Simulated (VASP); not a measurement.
# RbBr (Fm-3m) in VASP: further runs

The runs below take RbBr through single point, with HSE06, PBE-based screened hybrid with 30 % exact exchange, PBE-based screened hybrid with 10 % exact exchange.

Everything below comes from runs of VASP 6.6.1. Logs are shortened: lines on timing, memory, paths and dates and some standing lists are left out, and cuts for length are marked.

**1. The cell of the first run**

It takes space group Fm-3m (No. 225, cubic). The conventional cell has a = 6.922 Å, b = 6.922 Å, c = 6.922 Å, α = 90.00°, β = 90.00°, γ = 90.00°. Rb (site symmetry m-3m) has 6 Br at 3.46 Å within 4.5 Å. Br (site symmetry m-3m) has 6 Rb at 3.46 Å within 4.5 Å.

**2. Single point, HSE06**

Input file POSCAR:

```
RbBr
1.0
    0.0000000000      3.4608261073      3.4608261073
    3.4608261073      0.0000000000      3.4608261073
    3.4608261073      3.4608261073      0.0000000000
Rb Br
1 1
Direct
    0.0000000000      0.0000000000      0.0000000000
    0.5000000000      0.5000000000      0.5000000000
```

Input file INCAR.step1:

```
PREC = Accurate
ENCUT = 520
EDIFF = 1E-5
ISMEAR = 0
SIGMA = 0.01
LREAL = False
LASPH = True
NELM = 100
ALGO = Normal
ISIF = 2
LWAVE = True
LCHARG = False
GGA = PE
NBANDS = 15
```

Input file INCAR.step2:

```
PREC = Accurate
ENCUT = 520
EDIFF = 1E-7
ISMEAR = 0
SIGMA = 0.01
LREAL = False
LASPH = True
NELM = 100
ALGO = Normal
ISIF = 2
LWAVE = False
LCHARG = False
GGA = PE
LHFCALC = True
HFSCREEN = 0.2079
PRECFOCK = Normal
ISTART = 1
NBANDS = 15
```

Input file KPOINTS:

```
Automatic mesh
0
Gamma
  2 2 2
```

Potentials or basis: VASP PAW PBE potentials, release 64 (Rb_sv, Br).

The run is started by

```sh
cat potpaw_PBE.64/Rb_sv/POTCAR potpaw_PBE.64/Br/POTCAR > POTCAR
cp INCAR.step1 INCAR
mpirun -np 1 vasp_std > vasp.out
cp INCAR.step2 INCAR
mpirun -np 1 vasp_std > vasp.out
```

OUTCAR:

```text
PREC = Accurate
   ENCUT = 520
   EDIFF = 1E-7
   ISMEAR = 0
   LREAL = False
   LASPH = True
   NELM = 100
   ISIF = 2
   GGA = PE
   LHFCALC = True
   HFSCREEN = 0.2079
   PRECFOCK = Normal
   ISTART = 1

 ion  position               nearest neighbor table
   1  0.000  0.000  0.000-   2 3.46   2 3.46   2 3.46   2 3.46   2 3.46   2 3.46
   2  0.500  0.500  0.500-   1 3.46   1 3.46   1 3.46   1 3.46   1 3.46   1 3.46

  LATTYP: Found a face centered cubic cell.
 ALAT       =     6.9216522146

  Lattice vectors:

 A1 = (   0.0000000000,   3.4608261073,   3.4608261073)
 A2 = (   3.4608261073,   0.0000000000,   3.4608261073)
 A3 = (   3.4608261073,   3.4608261073,   0.0000000000)

Analysis of symmetry for initial positions (statically):
=====================================================================
 Subroutine PRICEL returns:
 Original cell was already a primitive cell.

 Routine SETGRP: Setting up the symmetry group for a
 face centered cubic supercell.

 Subroutine GETGRP returns: Found 48 space group operations
 (whereof 48 operations were pure point group operations)
 out of a pool of 48 trial point group operations.

The static configuration has the point symmetry O_h .

Analysis of symmetry for dynamics (positions and initial velocities):
=====================================================================
 Subroutine PRICEL returns:
 Original cell was already a primitive cell.

 Routine SETGRP: Setting up the symmetry group for a
 face centered cubic supercell.

 Subroutine GETGRP returns: Found 48 space group operations
 (whereof 48 operations were pure point group operations)
 out of a pool of 48 trial point group operations.

The dynamic configuration has the point symmetry O_h .

 Subroutine INISYM returns: Found 48 space group operations
 (whereof 48 operations are pure point group operations),
 and found     1 'primitive' translations

----------------------------------------------------------------------------------------

                                     Primitive cell

  volume of cell :      82.9028

  direct lattice vectors                    reciprocal lattice vectors
     0.000000000  3.460826107  3.460826107    -0.144474176  0.144474176  0.144474176
     3.460826107  0.000000000  3.460826107     0.144474176 -0.144474176  0.144474176
     3.460826107  3.460826107  0.000000000     0.144474176  0.144474176 -0.144474176

  length of vectors
     4.894347218  4.894347218  4.894347218     0.250236613  0.250236613  0.250236613

  position of ions in fractional coordinates (direct lattice)
     0.000000000  0.000000000  0.000000000
     0.500000000  0.500000000  0.500000000

  ion indices of the primitive-cell ions
   primitive index   ion index
                 1           1
                 2           2

----------------------------------------------------------------------------------------

 KPOINTS: Automatic mesh

Automatic generation of k-mesh.
 Grid dimensions read from file:
 generate k-points for:    2    2    2

 Generating k-lattice:

  Cartesian coordinates                     Fractional coordinates (reciprocal lattice)
    -0.072237088  0.072237088  0.072237088     0.500000000  0.000000000  0.000000000
     0.072237088 -0.072237088  0.072237088     0.000000000  0.500000000  0.000000000
     0.072237088  0.072237088 -0.072237088     0.000000000  0.000000000  0.500000000

  Length of vectors
     0.125118307  0.125118307  0.125118307

  Shift w.r.t. Gamma in fractional coordinates (k-lattice)
     0.000000000  0.000000000  0.000000000

 Subroutine IBZKPT returns following result:
 ===========================================

 Found      3 irreducible k-points:

 Following reciprocal coordinates:
            Coordinates               Weight
  0.000000  0.000000  0.000000      1.000000
  0.500000  0.000000  0.000000      4.000000
  0.500000  0.500000  0.000000      3.000000
   k-points           NKPTS =      3   k-points in BZ     NKDIM =      8   number of bands    NBANDS=     15
   number of dos      NEDOS =    301   number of ions     NIONS =      2
   total plane-waves  NPLWV =  46656
   dimension x,y,z NGX =    36 NGY =   36 NGZ =   36
   dimension x,y,z NGXF=    72 NGYF=   72 NGZF=   72
   ions per type =               1   1
   NGX,Y,Z   is equivalent  to a cutoff of  12.23, 12.23, 12.23 a.u.
   NGXF,Y,Z  is equivalent  to a cutoff of  24.46, 24.46, 24.46 a.u.
 SYSTEM =  unknown system
   PREC   = accura    normal or accurate (medium, high low for compatibility)
   ISTART =      1    job   : 0-new  1-cont  2-samecut
   ICHARG =      0    charge: 1-file 2-atom 10-const
   ISPIN  =      1    spin polarized calculation?
   LNONCOLLINEAR =      F non collinear calculations
   LSORBIT =      F    spin-orbit coupling
   LASPH  =      T    aspherical Exc in radial PAW
   ENCUT  =  520.0 eV  38.22 Ry    6.18 a.u.   9.10  9.10  9.10*2*pi/ulx,y,z
   NELM   =    100;   NELMIN=  2; NELMDL=  0     # of ELM steps
   EDIFF  = 0.1E-06   stopping-criterion for ELM
   LREAL  =      F    real-space projection
   EDIFFG = 0.1E-05   stopping-criterion for IOM
   NSW    =      0    number of steps for IOM
   IBRION =     -1    ionic relax: 0-MD 1-quasi-New 2-CG
   NFREE  =      0    steps in history (QN), initial steepest desc. (CG)
   ISIF   =      2    stress and relaxation
   ISYM   =      3    0-nonsym 1-usesym 2-fastsym
   POTIM  = 0.5000    time-step for ionic-motion
   TEBEG  =    0.0;   TEEND  =   0.0 temperature during run
   PSTRESS=    0.0 pullay stress
   NELECT =      16.0000    total number of electrons
   NUPDOWN=      -1.0000    fix difference up-down
   EMIN   =  10.00;   EMAX   =-10.00  energy-range for DOS
   EFERMI =   0.00;   METHOD = LEGACY
   ISMEAR =     0;   SIGMA  =   0.01  broadening in eV -4-tet -1-fermi 0-gaus
   EFERMI_NEDOS =   21; number of points for ismear=-14 and -15
   IALGO  =     38    algorithm
   IMIX   =      1    mixing-type and parameters
     AMIX     =   0.40;   BMIX     =  1.00
     AMIX_MAG =   1.60;   BMIX_MAG =  1.00
  volume/ion in A,a.u.               =      41.45       279.73
  Fermi-wavevector in a.u.,A,eV,Ry     =   0.946074  1.787820 12.177973  0.895056
  Thomas-Fermi vector in A             =   2.074037
   LORBIT       =      0    0 simple, 1 ext, 2 COOP (PROOUT), +10 PAW based schemes
   GGA     = PE    functional components
   LHFCALC =     T    Hartree Fock is set to
   PRECFOCK=normal    Normal, Fast or Accurate (Low or Medium for compatibility)
   ENCUT4O =  -1.0   cutoff for four orbital integrals eV
   NKREDX  =     1    reduce k-point grid by
   NKREDY  =     1    reduce k-point grid by
   NKREDZ  =     1    reduce k-point grid by
   AEXX    =    0.2500 exact exchange contribution
   HFSCREEN=    0.2079 screening length (either q_TF or 0.3 A-1)
   HFSCREENC=   0.2079 screening length for correlation (either q_TF or 0.3 A-1)
   ENCUTFOCK=  -1.0 apply spherical cutoff to Coloumb kernel
   IVDW    =     0    specifies the selected vdW correction
   LEPSILON=     F    determine dielectric tensor
   LRPA    =     F    only Hartree local field effects (RPA)
 non-spin polarized calculation
 Gauss-broadening in eV      SIGMA  =   0.01
  energy-cutoff  :      520.00
  volume of cell :       82.90
 maximum number of plane-waves:      2252
  NGX = 28; NGY = 28; NGZ = 28

 number of electron      15.9999997 magnetization

 Free energy of the ion-electron system (eV)
  ---------------------------------------------------
  ext. energy  EPLUGINS =         0.00000000
  ---------------------------------------------------
  free energy    TOTEN  =        -7.04970383 eV

  energy without entropy =       -7.04970383  energy(sigma->0) =       -7.04970383

 E-fermi :  -2.6255     XC(G=0):  -5.9679

 val. band max:       -2.7089623918   @ k =   0.0000   0.0000   0.0000
 cond. band min:       2.7551470046   @ k =   0.0000   0.0000   0.0000
 fundamental gap:      5.4641093965
 Fermi energy:        -2.6254803730

 k-point     1 :       0.0000    0.0000    0.0000
  band No.  band energies     occupation
      1     -28.9033      2.00000
      2     -15.8455      2.00000
      3     -11.8188      2.00000
      4     -11.8188      2.00000
      5     -11.8188      2.00000
      6      -2.7090      2.00000
      7      -2.7090      2.00000
      8      -2.7090      2.00000
      9       2.7551      0.00000
     10       5.8113      0.00000
     11       5.8113      0.00000
     12       5.8113      0.00000
     13       6.7614      0.00000
     14       6.7614      0.00000
     15       9.3412      0.00000

 k-point     2 :       0.5000    0.0000    0.0000
  band No.  band energies     occupation
      1     -28.8945      2.00000
      2     -15.8833      2.00000
      3     -11.8230      2.00000
      4     -11.8230      2.00000
      5     -11.7646      2.00000
      6      -3.6581      2.00000
      7      -3.0466      2.00000
      8      -3.0466      2.00000
      9       5.1819      0.00000
     10       6.1576      0.00000
     11       8.0859      0.00000
     12       8.0859      0.00000
     13       8.6374      0.00000
     14       8.6374      0.00000
     15       9.4547      0.00000

 k-point     3 :       0.5000    0.5000    0.0000
  band No.  band energies     occupation
      1     -28.8920      2.00000
      2     -15.7906      2.00000
      3     -11.9877      2.00000
      4     -11.8861      2.00000
      5     -11.8861      2.00000
      6      -3.1849      2.00000
      7      -2.8711      2.00000
      8      -2.8711      2.00000
      9       4.0758      0.00000
     10       5.5955      0.00000
     11       7.5727      0.00000
     12       7.8497      0.00000
     13       8.0478      0.00000
     14       9.5005      0.00000
     15       9.5005      0.00000

------------------------ aborting loop because EDIFF is reached ----------------------------------------

  FORCE on cell =-STRESS in cart. coord.  units (eV):
  Direction    XX          YY          ZZ          XY          YZ          ZX
  --------------------------------------------------------------------------------------
  -------------------------------------------------------------------------------------
  Total        0.2196017      0.2196017      0.2196017      0.0000000     -0.0000000      0.0000000
  in kB        4.2440161      4.2440161      4.2440161      0.0000000     -0.0000000      0.0000000
  external PRESSURE =       4.2440161 kB  Pullay stress =       0.0000000 kB

 VOLUME and BASIS-vectors are now :
 -----------------------------------------------------------------------------
  energy-cutoff  :      520.00
  volume of cell :       82.90
      direct lattice vectors                 reciprocal lattice vectors
     0.000000000  3.460826107  3.460826107    -0.144474176  0.144474176  0.144474176
     3.460826107  0.000000000  3.460826107     0.144474176 -0.144474176  0.144474176
     3.460826107  3.460826107  0.000000000     0.144474176  0.144474176 -0.144474176

 POSITION                                       TOTAL-FORCE (eV/Angst)
 -----------------------------------------------------------------------------------
      0.00000      0.00000      0.00000         0.000000      0.000000      0.000000
      3.46083      3.46083      3.46083        -0.000000     -0.000000     -0.000000
 -----------------------------------------------------------------------------------
    total drift:                                0.000000      0.000000      0.000000

  FREE ENERGIE OF THE ION-ELECTRON SYSTEM (eV)
  ---------------------------------------------------
  free  energy   TOTEN  =        -7.0497038320 eV

  energy  without entropy=       -7.0497038320  energy(sigma->0) =       -7.04970383
```

It took 36 s on 1 thread of Intel Xeon Platinum 8488C (Sapphire Rapids), shared host; peak memory 0.3 GiB.

Results:

```
Free energy            : -7.0497 eV
Pressure               : 0.4 GPa
Band gap on the k mesh : 5.46 eV
```

Levels at points of the mesh, in eV from the valence-band top:
```csv
k point,band 6,band 7,band 8,band 9,band 10,band 11
"(0.00, 0.00, 0.00)",0.00,0.00,0.00,5.46,8.52,8.52
"(0.50, 0.00, 0.00)",-0.95,-0.34,-0.34,7.89,8.87,10.79
"(0.50, 0.50, 0.00)",-0.48,-0.16,-0.16,6.78,8.30,10.28
```

Caveat: the k points lie up to 0.79 Å⁻¹ apart; the PAW data sets were made with another functional, which shifts forces and pressure a little.

**3. Single point, PBE-based screened hybrid with 30 % exact exchange**

POSCAR is that of step 2.

Input file INCAR.step1:

```
SYSTEM = RbBr
  PREC = Accurate
  ENCUT = 520
  EDIFF = 1E-5
  ISMEAR = 0
  SIGMA = 0.01
  LREAL = .False.
  LASPH = .True.
  NELM = 80
  ALGO = Normal
  ISIF = 2
  LWAVE = .True.
  GGA = PE
  NBANDS = 15
```

Input file INCAR.step2:

```
SYSTEM = RbBr
  PREC = Accurate
  ENCUT = 520
  EDIFF = 1E-6
  ISMEAR = 0
  SIGMA = 0.01
  LREAL = .False.
  LASPH = .True.
  NELM = 80
  ALGO = Normal
  ISIF = 2
  LWAVE = .False.
  LCHARG = .True.
  GGA = PE
  LHFCALC = .True.
  AEXX = 0.3
  HFSCREEN = 0.5
  PRECFOCK = Normal
  LELF = .True.
  LVHAR = .True.
  ISTART = 1
  NBANDS = 15
```

Input file KPOINTS:

```
Automatic mesh
0
Gamma
  4 4 4
  0 0 0
```

Potentials or basis: VASP PAW PBE potentials, release 64 (Rb_sv, Br).

The run is started by

```sh
cat potpaw_PBE.64/Rb_sv/POTCAR potpaw_PBE.64/Br/POTCAR > POTCAR
cp INCAR.step1 INCAR
mpirun -np 1 vasp_std > vasp.out
cp INCAR.step2 INCAR
mpirun -np 1 vasp_std > vasp.out
```

It took 6.4 min on 1 thread of Intel Xeon Platinum 8488C (Sapphire Rapids), shared host; peak memory 0.32 GiB.

The run converged. Its results:

- Free energy: -6.7518 eV
- Pressure: 0.3 GPa
- Band gap on the k mesh: 5.00 eV

Levels at points of the mesh, in eV from the valence-band top:
| k point | band 4 | band 5 | band 6 | band 7 | band 8 | band 9 | band 10 | band 11 | band 12 | band 13 |
| --- | --- | --- | --- | --- | --- | --- | --- | --- | --- | --- |
| (0.00, 0.00, 0.00) | -9.03 | -9.03 | 0.00 | 0.00 | 0.00 | 5.00 | 8.01 | 8.01 | 8.01 | 8.95 |
| (0.50, 0.00, 0.00) | -9.03 | -8.98 | -0.93 | -0.33 | -0.33 | 7.42 | 8.36 | 10.26 | 10.26 | 10.83 |
| (0.50, 0.50, 0.00) | -9.09 | -9.09 | -0.46 | -0.16 | -0.16 | 6.31 | 7.80 | 9.78 | 10.02 | 10.21 |

Caveat: the PAW data sets were made with another functional, which shifts forces and pressure a little.

(Continued in part 2 of 2.)
